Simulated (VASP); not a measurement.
# ZrC (Pm) in VASP: single point with PBE

Aim: the single point of ZrC with PBE.

Program: VASP 6.6.1. These are calculated values, not measurements. Logs are shortened: lines on timing, memory, paths and dates and some standing lists are left out, and cuts for length are marked.

## (1) The cell of the first run

It takes space group Pm (No. 6, monoclinic). Conventional cell: a = 3.270 Å, b = 2.940 Å, c = 3.270 Å, α = 90.00°, β = 120.00°, γ = 90.00°. Within 3.0 Å of Zr (site symmetry m) lie 6 C at 2.26 to 2.53 Å and 2 Zr at 2.94 Å. C (site symmetry m) has 6 Zr at 2.26 to 2.53 Å and 2 C at 2.94 Å within 3.0 Å.

## (2) Single point, PBE (atom 2 (C) moved 0.2 Å along x)

The input, INCAR:

```
ALGO     = Normal         # electronic algorithm
EDIFF    = 1E-6           # SCF threshold, eV
ENCUT    = 520            # plane-wave cutoff, eV
GGA      = PE             # functional
ISIF     = 2              # what is computed and relaxed
ISMEAR   = 0              # smearing method
LASPH    = True           # aspherical terms in the spheres
LCHARG   = True           # write CHGCAR
LELF     = True           # ELF
LREAL    = False          # projectors in reciprocal space
LVHAR    = True         
LWAVE    = False          # write WAVECAR
NBANDS   = 15             # bands
NELM     = 60             # most SCF steps
PREC     = Accurate       # precision mode
SIGMA    = 0.05           # smearing width, eV
```

The input, KPOINTS:

```
k-points
0
Gamma
  12 12 12
```

The input, POSCAR:

```
ZrC
1.0
    3.2695327460      0.0000000000      0.0000000000
   -1.6347663730      2.8314984165      0.0000000000
    0.0000000000      0.0000000000      2.9397343753
Zr C
1 1
Direct
    0.0000000000      0.0000000000      0.0000000000
    0.7278374869      0.3333333333      0.5000000000
```

Potentials or basis: VASP PAW PBE potentials, release 64 (Zr_sv, C).

Run with:

```console
cat potpaw_PBE.64/Zr_sv/POTCAR potpaw_PBE.64/C/POTCAR > POTCAR
mpirun -np 1 vasp_std > vasp.out
```

OUTCAR:

```text
EDIFF = 1E-6
   ENCUT = 520
   GGA = PE
   ISIF = 2
   ISMEAR = 0
   LASPH = True
   LREAL = False
   NELM = 60
   PREC = Accurate

 ion  position               nearest neighbor table
   1  0.000  0.000  0.000-   2 2.26   2 2.26   2 2.40   2 2.40   2 2.53   2 2.53
   2  0.728  0.333  0.500-   1 2.26   1 2.26   1 2.40   1 2.40   1 2.53   1 2.53

  LATTYP: Found a hexagonal cell.
 ALAT       =     3.2695327460
 C/A-ratio  =     0.8991298157

  Lattice vectors:

 A1 = (   3.2695327460,   0.0000000000,   0.0000000000)
 A2 = (  -1.6347663730,   2.8314984165,   0.0000000000)
 A3 = (   0.0000000000,   0.0000000000,   2.9397343753)

Analysis of symmetry for initial positions (statically):
=====================================================================
 Subroutine PRICEL returns:
 Original cell was already a primitive cell.

 Routine SETGRP: Setting up the symmetry group for a
 hexagonal supercell.

 Subroutine GETGRP returns: Found  2 space group operations
 (whereof  2 operations were pure point group operations)
 out of a pool of 24 trial point group operations.

The static configuration has the point symmetry C_1h.

Analysis of symmetry for dynamics (positions and initial velocities):
=====================================================================
 Subroutine PRICEL returns:
 Original cell was already a primitive cell.

 Routine SETGRP: Setting up the symmetry group for a
 hexagonal supercell.

 Subroutine GETGRP returns: Found  2 space group operations
 (whereof  2 operations were pure point group operations)
 out of a pool of 24 trial point group operations.

The dynamic configuration has the point symmetry C_1h.

 Subroutine INISYM returns: Found  2 space group operations
 (whereof  2 operations are pure point group operations),
 and found     1 'primitive' translations

----------------------------------------------------------------------------------------

                                     Primitive cell

  volume of cell :      27.2151

  direct lattice vectors                    reciprocal lattice vectors
     3.269532746  0.000000000  0.000000000     0.305854101  0.176584948  0.000000000
    -1.634766373  2.831498417  0.000000000     0.000000000  0.353169896  0.000000000
     0.000000000  0.000000000  2.939734375     0.000000000  0.000000000  0.340166788

  length of vectors
     3.269532746  3.269532746  2.939734375     0.353169896  0.353169896  0.340166788

  position of ions in fractional coordinates (direct lattice)
     0.000000000  0.000000000  0.000000000
     0.727837487  0.333333333  0.500000000

  ion indices of the primitive-cell ions
   primitive index   ion index
                 1           1
                 2           2

----------------------------------------------------------------------------------------

 KPOINTS: k-points

Automatic generation of k-mesh.
 Grid dimensions read from file:
 generate k-points for:   12   12   12

 Generating k-lattice:

  Cartesian coordinates                     Fractional coordinates (reciprocal lattice)
     0.025487842  0.014715412  0.000000000     0.083333333  0.000000000  0.000000000
     0.000000000  0.029430825  0.000000000     0.000000000  0.083333333  0.000000000
     0.000000000  0.000000000  0.028347232     0.000000000  0.000000000  0.083333333

  Length of vectors
     0.029430825  0.029430825  0.028347232

  Shift w.r.t. Gamma in fractional coordinates (k-lattice)
     0.000000000  0.000000000  0.000000000

 Subroutine IBZKPT returns following result:
 ===========================================

 Found    518 irreducible k-points:

 Following reciprocal coordinates:
            Coordinates               Weight
  0.000000  0.000000  0.000000      1.000000
  0.083333 -0.000000  0.000000      2.000000
  0.000000  0.083333  0.000000      2.000000
 -0.083333  0.083333  0.000000      2.000000
  0.166667 -0.000000  0.000000      2.000000
  0.000000  0.166667  0.000000      2.000000
[... 16 lines left out ...]
  0.166667  0.083333  0.000000      2.000000
 -0.083333  0.250000  0.000000      2.000000
 [... further k-points ...]
   k-points           NKPTS =    518   k-points in BZ     NKDIM =    518   number of bands    NBANDS=     15
   number of dos      NEDOS =    301   number of ions     NIONS =      2
   total plane-waves  NPLWV =  13824
   dimension x,y,z NGX =    24 NGY =   24 NGZ =   24
   dimension x,y,z NGXF=    48 NGYF=   48 NGZF=   48
   ions per type =               1   1
   NGX,Y,Z   is equivalent  to a cutoff of  12.20, 12.20, 13.57 a.u.
   NGXF,Y,Z  is equivalent  to a cutoff of  24.41, 24.41, 27.14 a.u.
 SYSTEM =  unknown system
   PREC   = accura    normal or accurate (medium, high low for compatibility)
   ISTART =      0    job   : 0-new  1-cont  2-samecut
   ICHARG =      2    charge: 1-file 2-atom 10-const
   ISPIN  =      1    spin polarized calculation?
   LNONCOLLINEAR =      F non collinear calculations
   LSORBIT =      F    spin-orbit coupling
   LASPH  =      T    aspherical Exc in radial PAW
   ENCUT  =  520.0 eV  38.22 Ry    6.18 a.u.   6.08  6.08  5.47*2*pi/ulx,y,z
   NELM   =     60;   NELMIN=  2; NELMDL= -5     # of ELM steps
   EDIFF  = 0.1E-05   stopping-criterion for ELM
   LREAL  =      F    real-space projection
   EDIFFG = 0.1E-04   stopping-criterion for IOM
   NSW    =      0    number of steps for IOM
   IBRION =     -1    ionic relax: 0-MD 1-quasi-New 2-CG
   NFREE  =      0    steps in history (QN), initial steepest desc. (CG)
   ISIF   =      2    stress and relaxation
   ISYM   =      2    0-nonsym 1-usesym 2-fastsym
   POTIM  = 0.5000    time-step for ionic-motion
   TEBEG  =    0.0;   TEEND  =   0.0 temperature during run
   PSTRESS=    0.0 pullay stress
   NELECT =      16.0000    total number of electrons
   NUPDOWN=      -1.0000    fix difference up-down
   EMIN   =  10.00;   EMAX   =-10.00  energy-range for DOS
   EFERMI =   0.00;   METHOD = LEGACY
   ISMEAR =     0;   SIGMA  =   0.05  broadening in eV -4-tet -1-fermi 0-gaus
   EFERMI_NEDOS =   21; number of points for ismear=-14 and -15
   IALGO  =     38    algorithm
   IMIX   =      4    mixing-type and parameters
     AMIX     =   0.40;   BMIX     =  1.00
     AMIX_MAG =   1.60;   BMIX_MAG =  1.00
  volume/ion in A,a.u.               =      13.61        91.83
  Fermi-wavevector in a.u.,A,eV,Ry     =   1.371444  2.591654 25.590641  1.880859
  Thomas-Fermi vector in A             =   2.497140
   LORBIT       =      0    0 simple, 1 ext, 2 COOP (PROOUT), +10 PAW based schemes
   GGA     = PE    functional components
   LHFCALC =     F    Hartree Fock is set to
   AEXX    =    0.0000 exact exchange contribution
   IVDW    =     0    specifies the selected vdW correction
   LEPSILON=     F    determine dielectric tensor
   LRPA    =     F    only Hartree local field effects (RPA)
 non-spin polarized calculation
 Gauss-broadening in eV      SIGMA  =   0.05
  energy-cutoff  :      520.00
  volume of cell :       27.22
 maximum number of plane-waves:       747
   NGX = 13   NGY = 13   NGZ = 11

 number of electron      16.0000000 magnetization

 Free energy of the ion-electron system (eV)
  ---------------------------------------------------
  ext. energy  EPLUGINS =         0.00000000
  ---------------------------------------------------
  free energy    TOTEN  =       -17.92049671 eV

  energy without entropy =      -17.92005667  energy(sigma->0) =      -17.92027669

 E-fermi :   9.0546     XC(G=0): -11.8248

 val. band max:        9.0395488864   @ k =  -0.3333   0.3333   0.0000
 cond. band min:       9.0659616133   @ k =  -0.1667   0.2500  -0.0833
 fundamental gap:      0.0264127270
 Fermi energy:         9.0546083198

 k-point     1 :       0.0000    0.0000    0.0000
  band No.  band energies     occupation
      1     -39.2208      2.00000
      2     -17.0662      2.00000
      3     -16.9904      2.00000
      4     -16.6352      2.00000
      5      -1.9792      2.00000
      6       7.1627      2.00000
      7       7.4510      2.00000
      8       8.0737      2.00000
      9      10.5748      0.00000
     10      13.4771      0.00000
     11      14.1719      0.00000
     12      14.3767      0.00000
     13      14.6993      0.00000
     14      16.3072      0.00000
     15      22.8858      0.00000

 k-point     2 :       0.0833   -0.0000    0.0000
  band No.  band energies     occupation
      1     -39.2154      2.00000
      2     -17.1169      2.00000
      3     -17.0021      2.00000
      4     -16.6295      2.00000
      5      -1.8651      2.00000
      6       6.9507      2.00000
      7       7.5273      2.00000
      8       8.1296      2.00000
      9      10.3972      0.00000
     10      13.7296      0.00000
     11      14.0804      0.00000
     12      14.5918      0.00000
     13      14.7838      0.00000
     14      16.1433      0.00000
     15      22.1011      0.00000

 k-point     3 :       0.0000    0.0833    0.0000
  band No.  band energies     occupation
      1     -39.2153      2.00000
      2     -17.0968      2.00000
      3     -17.0244      2.00000
      4     -16.6291      2.00000
      5      -1.8529      2.00000
      6       7.0198      2.00000
      7       7.4161      2.00000
      8       8.1716      2.00000
      9      10.3224      0.00000
     10      13.6546      0.00000
     11      14.1233      0.00000
     12      14.6727      0.00000
     13      14.7062      0.00000
     14      16.2822      0.00000
     15      22.3750      0.00000

 k-point     4 :      -0.0833    0.0833    0.0000
  band No.  band energies     occupation
      1     -39.2152      2.00000
      2     -17.0884      2.00000
      3     -17.0344      2.00000
      4     -16.6288      2.00000
      5      -1.8449      2.00000
      6       7.0499      2.00000
      7       7.4682      2.00000
      8       8.0804      2.00000
      9      10.2673      0.00000
     10      13.6188      0.00000
     11      14.2419      0.00000
     12      14.6413      0.00000
     13      14.7300      0.00000
     14      16.2201      0.00000
     15      22.7873      0.00000
[... 307 lines left out ...]
 k-point    22 :      -0.1667    0.0833    0.0000
  band No.  band energies     occupation
      1     -39.2051      2.00000
      2     -17.1941      2.00000
      3     -17.0450      2.00000
      4     -16.6177      2.00000
      5      -1.6224      2.00000
      6       6.6286      2.00000
      7       7.6613      2.00000
      8       8.2310      2.00000
      9       9.9558      0.00000
     10      13.7179      0.00000
     11      14.0893      0.00000
     12      15.0118      0.00000
     13      15.0241      0.00000
     14      16.0879      0.00000
     15      22.1414      0.00000

 k-point    23 :       0.1667    0.0833    0.0000
  band No.  band energies     occupation
      1     -39.1876      2.00000
      2     -17.3570      2.00000
      3     -17.0728      2.00000
      4     -16.5998      2.00000
      5      -1.2689      2.00000
      6       5.9681      2.00000
      7       7.8780      2.00000
      8       8.6891      2.00000
      9       9.6969      0.00000
     10      13.6436      0.00000
     11      13.9823      0.00000
     12      14.6961      0.00000
     13      15.4215      0.00000
     14      16.8760      0.00000
     15      21.4265      0.00000

 k-point    24 :      -0.0833    0.2500    0.0000
  band No.  band energies     occupation
      1     -39.1870      2.00000
      2     -17.3158      2.00000
      3     -17.1326      2.00000
      4     -16.5961      2.00000
      5      -1.1524      2.00000
      6       6.1061      2.00000
      7       7.7710      2.00000
      8       8.5767      2.00000
      9       9.2476      0.00000
     10      13.2250      0.00000
     11      13.9715      0.00000
     12      15.0300      0.00000
     13      15.9566      0.00000
     14      17.0550      0.00000
     15      22.2262      0.00000

 [... further k-points ...]

------------------------ aborting loop because EDIFF is reached ----------------------------------------

  FORCE on cell =-STRESS in cart. coord.  units (eV):
  Direction    XX          YY          ZZ          XY          YZ          ZX
  --------------------------------------------------------------------------------------
  -------------------------------------------------------------------------------------
  Total        0.1012943      0.0418932      1.2963228     -0.5457838      0.0000000      0.0000000
  in kB        5.9632848      2.4662884     76.3156556    -32.1307671      0.0000000      0.0000000
  external PRESSURE =      28.2484096 kB  Pullay stress =       0.0000000 kB

 VOLUME and BASIS-vectors are now :
 -----------------------------------------------------------------------------
  energy-cutoff  :      520.00
  volume of cell :       27.22
      direct lattice vectors                 reciprocal lattice vectors
     3.269532746  0.000000000  0.000000000     0.305854101  0.176584948  0.000000000
    -1.634766373  2.831498417  0.000000000     0.000000000  0.353169896  0.000000000
     0.000000000  0.000000000  2.939734375     0.000000000  0.000000000  0.340166788

 POSITION                                       TOTAL-FORCE (eV/Angst)
 -----------------------------------------------------------------------------------
      0.00000      0.00000      0.00000         0.969817     -0.373470      0.000000
      1.83477      0.94383      1.46987        -0.969817      0.373470      0.000000
 -----------------------------------------------------------------------------------
    total drift:                                0.000145     -0.000026     -0.000000

  FREE ENERGIE OF THE ION-ELECTRON SYSTEM (eV)
  ---------------------------------------------------
  free  energy   TOTEN  =       -17.9204967146 eV

  energy  without entropy=      -17.9200566694  energy(sigma->0) =      -17.92027669
```

Wall time 3.3 min (1 thread of Intel Xeon 8259CL, shared host); peak memory 0.32 GiB.

Results:

```
Free energy            : -17.9205 eV
Pressure               : 2.8 GPa
Largest force          : 1.039 eV/Å
Band gap on the k mesh : zero (bands 8 and 9 overlap by 0.77 eV)
```

Forces in eV/Å, atoms in the order of the input:
```
Zr   0.970 -0.373  0.000
C   -0.970  0.373  0.000
```

Stress tensor (GPa, compression positive):
```
 0.60 -3.21  0.00
-3.21  0.25  0.00
 0.00  0.00  7.63
```

Levels at points of the mesh, in eV from the Fermi level:
| k point | band 4 | band 5 | band 6 | band 7 | band 8 | band 9 | band 10 | band 11 | band 12 | band 13 |
| --- | --- | --- | --- | --- | --- | --- | --- | --- | --- | --- |
| (0.00, 0.00, 0.00) | -25.69 | -11.03 | -1.89 | -1.60 | -0.98 | 1.52 | 4.42 | 5.12 | 5.32 | 5.64 |
| (0.50, 0.00, 0.00) | -25.60 | -9.28 | -3.97 | -1.14 | -0.27 | 0.52 | 4.44 | 5.35 | 5.47 | 6.51 |
| (0.00, 0.50, 0.00) | -25.60 | -8.98 | -4.18 | -1.58 | -0.76 | 1.07 | 4.48 | 5.03 | 5.45 | 7.69 |
| (0.50, 0.50, 0.00) | -25.59 | -8.76 | -4.37 | -1.20 | -1.06 | 0.63 | 4.62 | 4.85 | 5.20 | 8.36 |
| (0.00, 0.00, 0.50) | -25.91 | -8.18 | -5.02 | -1.46 | 0.38 | 1.52 | 1.69 | 3.34 | 5.73 | 6.20 |
| (0.50, 0.00, 0.50) | -26.05 | -8.73 | -3.89 | -2.75 | -2.53 | 2.44 | 5.33 | 6.23 | 6.77 | 9.28 |
| (0.00, 0.50, 0.50) | -26.11 | -9.13 | -3.50 | -2.32 | -1.98 | 1.86 | 5.33 | 5.76 | 6.81 | 8.87 |
| (0.50, 0.50, 0.50) | -26.14 | -9.41 | -3.27 | -2.04 | -1.68 | 1.55 | 5.38 | 6.31 | 6.82 | 8.32 |

Caveat: the cell differs from its parent crystal (atom 2 (C) moved 0.2 Å along x); the stress differs along the axes, from 0 to 8 GPa; forces of over 1 eV/Å act on the atoms, so gaps and moduli don't describe the material at rest.

The gap in the log of VASP goes by the Fermi energy; the results here count the filled bands.